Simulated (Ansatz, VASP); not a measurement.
# Two plane-wave programs on PbSe

```
CELL_PARAMETERS angstrom
0.00000 3.08868 3.08868
3.08868 0.00000 3.08868
3.08868 3.08868 0.00000
ATOMIC_POSITIONS crystal
Pb 0.00000 0.00000 0.00000
Se 0.50000 0.50000 0.50000
```

Alike in both runs: functional r2SCAN; k mesh 8 × 8 × 8; occupations gaussian, width 0.02 eV; no spin polarisation.

Ansatz relaxed the structure, and its values are those at the end. VASP's run is a single point on that final structure, the one shown.

|  | VASP | Ansatz |
| --- | --- | --- |
| version | VASP 6.6.1 | Ansatz 0.2.0 |
| potentials or method | VASP PAW PBE potentials, release 64 (Pb_d, Se), cutoff 520 eV | scalar-relativistic, plane waves, PAW |
| valence electrons in the cell | 20 | 30 |

```csv
,VASP,Ansatz,Ansatz less VASP
gap on the k mesh at the Fermi level (eV),0.67,0.67,+0.002
least direct gap on the mesh (eV),0.67,0.67,+0.002
pressure (GPa),0.0,0.0,-0.02
```

VASP's potentials were made for PBE, not for r2SCAN. VASP's potentials hold 20 valence electrons a cell and Ansatz's 30, so a difference there can come from the potentials and not from the codes.

Neither program's run includes spin-orbit coupling.
